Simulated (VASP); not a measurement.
# Hf2S (P-3m1) in VASP: single point with r2SCAN

Aim: the single point of Hf2S with r2SCAN.

All numbers are computed with VASP 6.6.1; they aren't measurements. Logs are shortened: lines on timing, memory, paths and dates and some standing lists are left out, and cuts for length are marked.

## (1) The cell of the first run

It takes space group P-3m1 (No. 164, trigonal). Conventional cell: a = 3.381 Å, b = 3.381 Å, c = 13.741 Å, α = 90.00°, β = 90.00°, γ = 120.00°. Hf (site symmetry 3m) has 3 S at 2.63 Å and 6 Hf at 3.38 Å within 3.5 Å. Hf (site symmetry 3m) has 3 S at 2.63 Å and 9 Hf at 3.06 to 3.38 Å within 3.5 Å. Within 3.5 Å of S (site symmetry 3m) lie 6 Hf at 2.63 Å and 6 S at 3.38 Å.

## (2) Single point, r2SCAN

POSCAR

```
Hf2S
1.0
   -3.3814293755      0.0000000000      0.0000000000
   -1.6907146878     -2.9284037403      0.0000000000
    0.0000000000      0.0000000000     13.7409506909
Hf S
4 2
Direct
    0.6666666667      0.6666666667      0.7687749680
    0.3333333333      0.3333333333      0.3415501363
    0.6666666667      0.6666666667      0.5128995269
    0.3333333333      0.3333333333      0.0856746953
    1.0000000000      1.0000000000      0.6408372475
    0.0000000000      0.0000000000      0.2136124158
```

INCAR.step1

```
SYSTEM = Hf2S
  PREC = Accurate
  ENCUT = 520
  ISMEAR = 0
  SIGMA = 0.15
  LREAL = .False.
  LASPH = .True.
  NELM = 100
  NBANDS = 35
  GGA = PE
  ALGO = Normal
  EDIFF = 1E-4
  LWAVE = .True.
  LCHARG = .False.
```

INCAR.step2

```
SYSTEM = Hf2S
  PREC = Accurate
  ENCUT = 520
  EDIFF = 1E-6
  ISMEAR = 0
  SIGMA = 0.15
  LREAL = .False.
  LASPH = .True.
  NELM = 100
  ALGO = Normal
  ISIF = 2
  LWAVE = .False.
  LCHARG = .True.
  METAGGA = R2SCAN
  LMIXTAU = .True.
  LELF = .True.
  LVHAR = .True.
  NBANDS = 35
  ISTART = 1
```

KPOINTS

```
Automatic mesh
0
Gamma
  16 16 4
  0 0 0
```

Potentials or basis: VASP PAW PBE potentials, release 64 (Hf_pv, S).

Launch:

```bash
$ cat potpaw_PBE.64/Hf_pv/POTCAR potpaw_PBE.64/S/POTCAR > POTCAR
$ cp INCAR.step1 INCAR
$ mpirun -np 1 vasp_std > vasp.out
$ cp INCAR.step2 INCAR
$ mpirun -np 1 vasp_std > vasp.out
```

OUTCAR:

```text
SYSTEM = Hf2S
   PREC = Accurate
   ENCUT = 520
   EDIFF = 1E-6
   ISMEAR = 0
   LREAL = .False.
   LASPH = .True.
   NELM = 100
   ISIF = 2
   METAGGA = R2SCAN
   ISTART = 1

 ion  position               nearest neighbor table
   1  0.667  0.667  0.769-   5 2.63   5 2.63   5 2.63   3 3.52
   2  0.333  0.333  0.342-   6 2.63   6 2.63   6 2.63   3 3.06   3 3.06   3 3.06   4 3.52
   3  0.667  0.667  0.513-   5 2.63   5 2.63   5 2.63   2 3.06   2 3.06   2 3.06   1 3.52
   4  0.333  0.333  0.086-   6 2.63   6 2.63   6 2.63   2 3.52
   5  0.000  0.000  0.641-   1 2.63   1 2.63   1 2.63   3 2.63   3 2.63   3 2.63
   6  0.000  0.000  0.214-   2 2.63   4 2.63   2 2.63   4 2.63   2 2.63   4 2.63

  LATTYP: Found a hexagonal cell.
 ALAT       =     3.3814293755
 C/A-ratio  =     4.0636515405

  Lattice vectors:

 A1 = (   1.6907146878,   2.9284037403,   0.0000000000)
 A2 = (  -3.3814293755,   0.0000000000,   0.0000000000)
 A3 = (   0.0000000000,   0.0000000000,  13.7409506909)

Analysis of symmetry for initial positions (statically):
=====================================================================
 Subroutine PRICEL returns:
 Original cell was already a primitive cell.

 Routine SETGRP: Setting up the symmetry group for a
 hexagonal supercell.

 Subroutine GETGRP returns: Found 12 space group operations
 (whereof  6 operations were pure point group operations)
 out of a pool of 24 trial point group operations.

The static configuration has the point symmetry C_3v.
 The point group associated with its full space group is D_3d.

Analysis of symmetry for dynamics (positions and initial velocities):
=====================================================================
 Subroutine PRICEL returns:
 Original cell was already a primitive cell.

 Routine SETGRP: Setting up the symmetry group for a
 hexagonal supercell.

 Subroutine GETGRP returns: Found 12 space group operations
 (whereof  6 operations were pure point group operations)
 out of a pool of 24 trial point group operations.

The dynamic configuration has the point symmetry C_3v.
 The point group associated with its full space group is D_3d.

 Subroutine INISYM returns: Found 12 space group operations
 (whereof  6 operations are pure point group operations),
 and found     1 'primitive' translations

----------------------------------------------------------------------------------------

                                     Primitive cell

  volume of cell :     136.0655

  direct lattice vectors                    reciprocal lattice vectors
    -3.381429375  0.000000000  0.000000000    -0.295732925  0.170741484  0.000000000
    -1.690714688 -2.928403740  0.000000000     0.000000000 -0.341482968  0.000000000
     0.000000000  0.000000000 13.740950691     0.000000000  0.000000000  0.072775168

  length of vectors
     3.381429375  3.381429376 13.740950691     0.341482968  0.341482968  0.072775168

  position of ions in fractional coordinates (direct lattice)
     0.666666667  0.666666667  0.768774968
     0.333333333  0.333333333  0.341550136
     0.666666667  0.666666667  0.512899527
     0.333333333  0.333333333  0.085674695
     0.000000000  0.000000000  0.640837248
     0.000000000  0.000000000  0.213612416

  ion indices of the primitive-cell ions
   primitive index   ion index
                 1           1
                 2           2
                 3           3
                 4           4
                 5           5
                 6           6

----------------------------------------------------------------------------------------

 KPOINTS: Automatic mesh

Automatic generation of k-mesh.
 Grid dimensions read from file:
 generate k-points for:   16   16    4

 Generating k-lattice:

  Cartesian coordinates                     Fractional coordinates (reciprocal lattice)
    -0.018483308  0.010671343  0.000000000     0.062500000  0.000000000  0.000000000
     0.000000000 -0.021342685  0.000000000     0.000000000  0.062500000  0.000000000
     0.000000000  0.000000000  0.018193792     0.000000000  0.000000000  0.250000000

  Length of vectors
     0.021342685  0.021342685  0.018193792

  Shift w.r.t. Gamma in fractional coordinates (k-lattice)
     0.000000000  0.000000000  0.000000000

 Subroutine IBZKPT returns following result:
 ===========================================

 Found    111 irreducible k-points:

 Following reciprocal coordinates:
            Coordinates               Weight
  0.000000  0.000000  0.000000      1.000000
  0.062500  0.000000  0.000000      6.000000
  0.125000  0.000000  0.000000      6.000000
  0.187500 -0.000000  0.000000      6.000000
  0.250000  0.000000  0.000000      6.000000
  0.312500  0.000000  0.000000      6.000000
[... 16 lines left out ...]
  0.375000  0.187500  0.000000      6.000000
  0.437500  0.187500  0.000000     12.000000
 [... further k-points ...]
   k-points           NKPTS =    111   k-points in BZ     NKDIM =    111   number of bands    NBANDS=     35
   number of dos      NEDOS =    301   number of ions     NIONS =      6
   total plane-waves  NPLWV =  84672
   dimension x,y,z NGX =    28 NGY =   28 NGZ =  108
   dimension x,y,z NGXF=    56 NGYF=   56 NGZF=  216
   ions per type =               4   2
   NGX,Y,Z   is equivalent  to a cutoff of  13.77, 13.77, 13.07 a.u.
   NGXF,Y,Z  is equivalent  to a cutoff of  27.53, 27.53, 26.13 a.u.
 SYSTEM =  Hf2S
   PREC   = accura    normal or accurate (medium, high low for compatibility)
   ISTART =      1    job   : 0-new  1-cont  2-samecut
   ICHARG =      0    charge: 1-file 2-atom 10-const
   ISPIN  =      1    spin polarized calculation?
   LNONCOLLINEAR =      F non collinear calculations
   LSORBIT =      F    spin-orbit coupling
   LASPH  =      T    aspherical Exc in radial PAW
   ENCUT  =  520.0 eV  38.22 Ry    6.18 a.u.   6.29  6.29 25.55*2*pi/ulx,y,z
   NELM   =    100;   NELMIN=  2; NELMDL=  0     # of ELM steps
   EDIFF  = 0.1E-05   stopping-criterion for ELM
   LREAL  =      F    real-space projection
   EDIFFG = 0.1E-04   stopping-criterion for IOM
   NSW    =      0    number of steps for IOM
   IBRION =     -1    ionic relax: 0-MD 1-quasi-New 2-CG
   NFREE  =      0    steps in history (QN), initial steepest desc. (CG)
   ISIF   =      2    stress and relaxation
   ISYM   =      2    0-nonsym 1-usesym 2-fastsym
   POTIM  = 0.5000    time-step for ionic-motion
   TEBEG  =    0.0;   TEEND  =   0.0 temperature during run
   PSTRESS=    0.0 pullay stress
   NELECT =      52.0000    total number of electrons
   NUPDOWN=      -1.0000    fix difference up-down
   EMIN   =  10.00;   EMAX   =-10.00  energy-range for DOS
   EFERMI =   0.00;   METHOD = LEGACY
   ISMEAR =     0;   SIGMA  =   0.15  broadening in eV -4-tet -1-fermi 0-gaus
   EFERMI_NEDOS =   21; number of points for ismear=-14 and -15
   IALGO  =     38    algorithm
   IMIX   =      4    mixing-type and parameters
     AMIX     =   0.40;   BMIX     =  1.00
     AMIX_MAG =   1.60;   BMIX_MAG =  1.00
  volume/ion in A,a.u.               =      22.68       153.04
  Fermi-wavevector in a.u.,A,eV,Ry     =   1.188028  2.245047 19.203399  1.411410
  Thomas-Fermi vector in A             =   2.324166
   LORBIT       =      0    0 simple, 1 ext, 2 COOP (PROOUT), +10 PAW based schemes
   METAGGA = R2SCAN    functional components
   LHFCALC =     F    Hartree Fock is set to
   AEXX    =    0.0000 exact exchange contribution
   IVDW    =     0    specifies the selected vdW correction
   LEPSILON=     F    determine dielectric tensor
   LRPA    =     F    only Hartree local field effects (RPA)
 non-spin polarized calculation
 Gauss-broadening in eV      SIGMA  =   0.15
  energy-cutoff  :      520.00
  volume of cell :      136.07
 maximum number of plane-waves:      3711
 NGX is ok and might be reduce to    28
   NGX = 13   NGY = 13   NGZ = 51

 number of electron      52.0000000 magnetization

 Free energy of the ion-electron system (eV)
  ---------------------------------------------------
  ext. energy  EPLUGINS =         0.00000000
  ---------------------------------------------------
  free energy    TOTEN  =      -201.14998060 eV

  energy without entropy =     -201.11082678  energy(sigma->0) =     -201.13040369

 E-fermi :   4.9724     XC(G=0): -11.1742

 val. band max:        4.9720228724   @ k =   0.4375   0.1875   0.5000
 cond. band min:       4.9727152478   @ k =   0.1875   0.0625   0.2500
 fundamental gap:      0.0006923754
 Fermi energy:         4.9723638492

 k-point     1 :       0.0000    0.0000    0.0000
  band No.  band energies     occupation
      1     -27.9501      2.00000
      2     -27.9435      2.00000
      3     -27.4754      2.00000
      4     -27.4606      2.00000
      5     -27.4606      2.00000
      6     -27.4605      2.00000
[... 27 lines left out ...]
     34       6.8150      0.00000
     35       6.8316      0.00000

 k-point     2 :       0.0625    0.0000    0.0000
  band No.  band energies     occupation
      1     -27.9478      2.00000
      2     -27.9413      2.00000
      3     -27.4742      2.00000
      4     -27.4739      2.00000
      5     -27.4702      2.00000
      6     -27.4637      2.00000
[... 27 lines left out ...]
     34       6.8603      0.00000
     35       6.9529      0.00000

 k-point     3 :       0.1250    0.0000    0.0000
  band No.  band energies     occupation
      1     -27.9412      2.00000
      2     -27.9352      2.00000
      3     -27.5117      2.00000
      4     -27.5116      2.00000
      5     -27.4725      2.00000
      6     -27.4723      2.00000
[... 27 lines left out ...]
     34       6.9650      0.00000
     35       7.2870      0.00000
[... 723 lines left out ...]
 k-point    23 :       0.3750    0.1875    0.0000
  band No.  band energies     occupation
      1     -27.9050      2.00000
      2     -27.9019      2.00000
      3     -27.6879      2.00000
      4     -27.6877      2.00000
      5     -27.5450      2.00000
      6     -27.5448      2.00000
[... 27 lines left out ...]
     34       8.1858      0.00000
     35       8.2543      0.00000

 k-point    24 :       0.4375    0.1875    0.0000
  band No.  band energies     occupation
      1     -27.8956      2.00000
      2     -27.8933      2.00000
      3     -27.7237      2.00000
      4     -27.7234      2.00000
      5     -27.5718      2.00000
      6     -27.5716      2.00000
[... 27 lines left out ...]
     34       8.2517      0.00000
     35       8.5703      0.00000

 [... further k-points ...]
[... 5 lines left out ...]
  --------------------------------------------------------------------------------------
  -------------------------------------------------------------------------------------
  Total       -5.6081714     -5.6081714     -5.2149283     -0.0000000     -0.0000000     -0.0000000
  in kB      -66.0364638    -66.0364638    -61.4060088     -0.0000000     -0.0000000     -0.0000000
  external PRESSURE =     -64.4929788 kB  Pullay stress =       0.0000000 kB

 VOLUME and BASIS-vectors are now :
 -----------------------------------------------------------------------------
  energy-cutoff  :      520.00
  volume of cell :      136.07
      direct lattice vectors                 reciprocal lattice vectors
    -3.381429375  0.000000000  0.000000000    -0.295732925  0.170741484  0.000000000
    -1.690714688 -2.928403740  0.000000000     0.000000000 -0.341482968  0.000000000
     0.000000000  0.000000000 13.740950691     0.000000000  0.000000000  0.072775168

 POSITION                                       TOTAL-FORCE (eV/Angst)
 -----------------------------------------------------------------------------------
     -3.38143     -1.95227     10.56370         0.000000     -0.000000      0.449874
     -1.69071     -0.97613      4.69322        -0.000000     -0.000000     -0.133625
     -3.38143     -1.95227      7.04773         0.000000     -0.000000      0.133625
     -1.69071     -0.97613      1.17725        -0.000000      0.000000     -0.449874
      0.00000      0.00000      8.80571         0.000000      0.000000      0.223640
      0.00000      0.00000      2.93524        -0.000000     -0.000000     -0.223640
 -----------------------------------------------------------------------------------
    total drift:                               -0.000000     -0.000000      0.000040

  FREE ENERGIE OF THE ION-ELECTRON SYSTEM (eV)
  ---------------------------------------------------
  free  energy   TOTEN  =      -201.1499806030 eV

  energy  without entropy=     -201.1108267788  energy(sigma->0) =     -201.13040369
```

Wall time 44 min (1 thread of Intel Xeon Platinum 8488C (Sapphire Rapids), shared host); peak memory 0.58 GiB.

Results:

- Free energy: -201.1500 eV
- Pressure: -6.4 GPa
- Largest force: 0.450 eV/Å
- Band gap on the k mesh: zero (band 26 reaches 5.61 eV, above the bottom of band 27 at 4.86 eV)

Forces in eV/Å, atoms in the order of the input:
```
Hf   0.000  0.000  0.450
Hf   0.000  0.000 -0.134
Hf   0.000  0.000  0.134
Hf   0.000  0.000 -0.450
S    0.000  0.000  0.224
S    0.000  0.000 -0.224
```

Caveat: the PAW data sets were made with another functional, which shifts forces and pressure a little; spin-orbit coupling is left out, which moves the levels of the heavy elements.
